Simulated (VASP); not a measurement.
# CaO (Fm-3m) in VASP: single point with PBE

Aim: the single point of CaO with PBE.

All numbers are computed with VASP 6.6.1; they aren't measurements. Logs are shortened: lines on timing, memory, paths and dates and some standing lists are left out, and cuts for length are marked.

## (1) The cell of the first run

Symmetry: Fm-3m, No. 225, cubic system. Conventional cell: a = 5.118 Å, b = 5.118 Å, c = 5.118 Å, α = 90.00°, β = 90.00°, γ = 90.00°. Ca (site symmetry m-3m) has 6 O at 2.56 Å within 3.4 Å. O (site symmetry m-3m) has 6 Ca at 2.56 Å within 3.4 Å.

## (2) Single point, PBE

INCAR

```
SYSTEM = CaO
ALGO     = Normal         ! electronic algorithm
EDIFF    = 1E-6           ! SCF threshold, eV
ENCUT    = 600            ! plane-wave cutoff, eV
GGA      = PE             ! functional
GGA_COMPAT= .FALSE.      
ISIF     = 2              ! what is computed and relaxed
ISMEAR   = 1              ! smearing method
LASPH    = .TRUE.         ! aspherical terms in the spheres
LCHARG   = .FALSE.        ! write CHGCAR
LREAL    = .FALSE.        ! projectors in reciprocal space
LWAVE    = .FALSE.        ! write WAVECAR
NBANDS   = 15             ! bands
NELM     = 120            ! most SCF steps
PREC     = Accurate       ! precision mode
SIGMA    = 0.074          ! smearing width, eV
```

KPOINTS

```
k-points
0
G
  9 9 9
  0 0 0
```

POSCAR

```
CaO
1.0
    0.0000000000      2.5589350000      2.5589350000
    2.5589350000      0.0000000000      2.5589350000
    2.5589350000      2.5589350000      0.0000000000
Ca O
1 1
Direct
    0.0000000000      0.0000000000      0.0000000000
    0.5000000000      0.5000000000      0.5000000000
```

Potentials or basis: VASP PAW PBE potentials, release 64 (Ca_sv, O).

On the command line:

```bash
cat potpaw_PBE.64/Ca_sv/POTCAR potpaw_PBE.64/O/POTCAR > POTCAR
mpirun -np 1 vasp_std > vasp.out
```

OUTCAR:

```text
SYSTEM = CaO
   EDIFF = 1E-6
   ENCUT = 600
   GGA = PE
   ISIF = 2
   ISMEAR = 1
   LASPH = .TRUE.
   LREAL = .FALSE.
   NELM = 120
   PREC = Accurate

 ion  position               nearest neighbor table
   1  0.000  0.000  0.000-   2 2.56   2 2.56   2 2.56   2 2.56   2 2.56   2 2.56
   2  0.500  0.500  0.500-   1 2.56   1 2.56   1 2.56   1 2.56   1 2.56   1 2.56

  LATTYP: Found a face centered cubic cell.
 ALAT       =     5.1178700000

  Lattice vectors:

 A1 = (   0.0000000000,   2.5589350000,   2.5589350000)
 A2 = (   2.5589350000,   0.0000000000,   2.5589350000)
 A3 = (   2.5589350000,   2.5589350000,   0.0000000000)

Analysis of symmetry for initial positions (statically):
=====================================================================
 Subroutine PRICEL returns:
 Original cell was already a primitive cell.

 Routine SETGRP: Setting up the symmetry group for a
 face centered cubic supercell.

 Subroutine GETGRP returns: Found 48 space group operations
 (whereof 48 operations were pure point group operations)
 out of a pool of 48 trial point group operations.

The static configuration has the point symmetry O_h .

Analysis of symmetry for dynamics (positions and initial velocities):
=====================================================================
 Subroutine PRICEL returns:
 Original cell was already a primitive cell.

 Routine SETGRP: Setting up the symmetry group for a
 face centered cubic supercell.

 Subroutine GETGRP returns: Found 48 space group operations
 (whereof 48 operations were pure point group operations)
 out of a pool of 48 trial point group operations.

The dynamic configuration has the point symmetry O_h .

 Subroutine INISYM returns: Found 48 space group operations
 (whereof 48 operations are pure point group operations),
 and found     1 'primitive' translations

----------------------------------------------------------------------------------------

                                     Primitive cell

  volume of cell :      33.5126

  direct lattice vectors                    reciprocal lattice vectors
     0.000000000  2.558935000  2.558935000    -0.195393787  0.195393787  0.195393787
     2.558935000  0.000000000  2.558935000     0.195393787 -0.195393787  0.195393787
     2.558935000  2.558935000  0.000000000     0.195393787  0.195393787 -0.195393787

  length of vectors
     3.618880582  3.618880582  3.618880582     0.338431966  0.338431966  0.338431966

  position of ions in fractional coordinates (direct lattice)
[... 85 lines left out ...]
   ISIF   =      2    stress and relaxation
   ISYM   =      2    0-nonsym 1-usesym 2-fastsym
   POTIM  = 0.5000    time-step for ionic-motion
   TEBEG  =    0.0;   TEEND  =   0.0 temperature during run
   PSTRESS=    0.0 pullay stress
   NELECT =      16.0000    total number of electrons
   NUPDOWN=      -1.0000    fix difference up-down
   EMIN   =  10.00;   EMAX   =-10.00  energy-range for DOS
   EFERMI =   0.00;   METHOD = LEGACY
   ISMEAR =     1;   SIGMA  =   0.07  broadening in eV -4-tet -1-fermi 0-gaus
   EFERMI_NEDOS =   21; number of points for ismear=-14 and -15
   IALGO  =     38    algorithm
   IMIX   =      4    mixing-type and parameters
     AMIX     =   0.40;   BMIX     =  1.00
     AMIX_MAG =   1.60;   BMIX_MAG =  1.00
  volume/ion in A,a.u.               =      16.76       113.08
  Fermi-wavevector in a.u.,A,eV,Ry     =   1.279516  2.417934 22.274915  1.637160
  Thomas-Fermi vector in A             =   2.411997
   LORBIT       =      0    0 simple, 1 ext, 2 COOP (PROOUT), +10 PAW based schemes
   GGA     = PE    functional components
   LHFCALC =     F    Hartree Fock is set to
   AEXX    =    0.0000 exact exchange contribution
   IVDW    =     0    specifies the selected vdW correction
   LEPSILON=     F    determine dielectric tensor
   LRPA    =     F    only Hartree local field effects (RPA)
 non-spin polarized calculation
 Methfessel and Paxton  Order N= 1 SIGMA  =   0.07
  energy-cutoff  :      600.00
  volume of cell :       33.51
 maximum number of plane-waves:      1139
 NGX is ok and might be reduce to    30
   NGX = 15   NGY = 15   NGZ = 15

 number of electron      15.9999997 magnetization

 Free energy of the ion-electron system (eV)
  ---------------------------------------------------
  ext. energy  EPLUGINS =         0.00000000
  ---------------------------------------------------
  free energy    TOTEN  =       -12.58116326 eV

  energy without entropy =      -12.58126845  energy(sigma->0) =      -12.58119832

 E-fermi :   1.4290     XC(G=0):  -9.5951

 val. band max:        1.3879971513   @ k =   0.0000   0.0000   0.0000
 cond. band min:       4.7381758737   @ k =   0.0000   0.0000   0.0000
 fundamental gap:      3.3501787224
 Fermi energy:         1.4290365931

 k-point     1 :       0.0000    0.0000    0.0000
  band No.  band energies     occupation
      1     -37.0754      2.00000
      2     -17.9322      2.00000
      3     -17.9322      2.00000
      4     -17.9322      2.00000
      5     -13.8022      2.00000
      6       1.3880      1.79719
      7       1.3880      1.79719
      8       1.3880      1.79719
      9       4.7382      0.00000
     10       7.1031      0.00000
     11       7.1031      0.00000
     12       7.1031      0.00000
     13       8.3058      0.00000
     14       8.3058      0.00000
[... 401 lines left out ...]
      2     -18.2389      2.00000
      3     -18.0472      2.00000
      4     -18.0472      2.00000
      5     -13.5782      2.00000
      6       0.0425      2.00000
      7       1.0061      2.00000
      8       1.0061      2.00000
      9       5.0447      0.00000
     10       8.0487      0.00000
     11       9.1816      0.00000
     12       9.6176      0.00000
     13       9.6176      0.00000
     14      10.7999      0.00000
     15      12.9250      0.00000

 [... further k-points ...]
[... 5 lines left out ...]
  --------------------------------------------------------------------------------------
  -------------------------------------------------------------------------------------
  Total       -2.5846944     -2.5846944     -2.5846944      0.0000000     -0.0000000      0.0000000
  in kB     -123.5697095   -123.5697095   -123.5697095      0.0000000     -0.0000000      0.0000000
  external PRESSURE =    -123.5697095 kB  Pullay stress =       0.0000000 kB

 VOLUME and BASIS-vectors are now :
 -----------------------------------------------------------------------------
  energy-cutoff  :      600.00
  volume of cell :       33.51
      direct lattice vectors                 reciprocal lattice vectors
     0.000000000  2.558935000  2.558935000    -0.195393787  0.195393787  0.195393787
     2.558935000  0.000000000  2.558935000     0.195393787 -0.195393787  0.195393787
     2.558935000  2.558935000  0.000000000     0.195393787  0.195393787 -0.195393787

 POSITION                                       TOTAL-FORCE (eV/Angst)
 -----------------------------------------------------------------------------------
      0.00000      0.00000      0.00000        -0.000000     -0.000000      0.000000
      2.55893      2.55893      2.55893         0.000000      0.000000     -0.000000
 -----------------------------------------------------------------------------------
    total drift:                                0.000000      0.000000      0.000000

  FREE ENERGIE OF THE ION-ELECTRON SYSTEM (eV)
  ---------------------------------------------------
  free  energy   TOTEN  =       -12.5811632565 eV

  energy  without entropy=      -12.5812684471  energy(sigma->0) =      -12.58119832
```

stdout:

```text
POSCAR found type information on POSCAR CaO
 POSCAR found :  2 types and       2 ions
 scaLAPACK will be used
 LDA part: xc-table for (Slater+PW92), standard interpolation
 POSCAR, INCAR and KPOINTS ok, starting setup
 FFT: planning ... GRIDC
 FFT: planning ... GRID_SOFT
 FFT: planning ... GRID
 WAVECAR not read
 entering main loop
```

Wall time 11 s (1 thread of Intel Xeon 6975P-C (Granite Rapids), shared host); peak memory 0.17 GiB.

What came out:

| Item | Value |
| --- | --- |
| Free energy | -12.5812 eV |
| Pressure | -12.4 GPa |
| Band gap on the k mesh | 3.35 eV |

Levels at points of the mesh, in eV from the valence-band top:
```
           k point  band 4  band 5  band 6  band 7  band 8  band 9  band 10  band 11  band 12  band 13
(0.00, 0.00, 0.00)  -19.32  -15.19    0.00    0.00    0.00    3.35     5.72     5.72     5.72     6.92
```

Caveat: the cell stands under tension; an odd mesh through Γ misses points on the zone boundary, where band edges can lie.
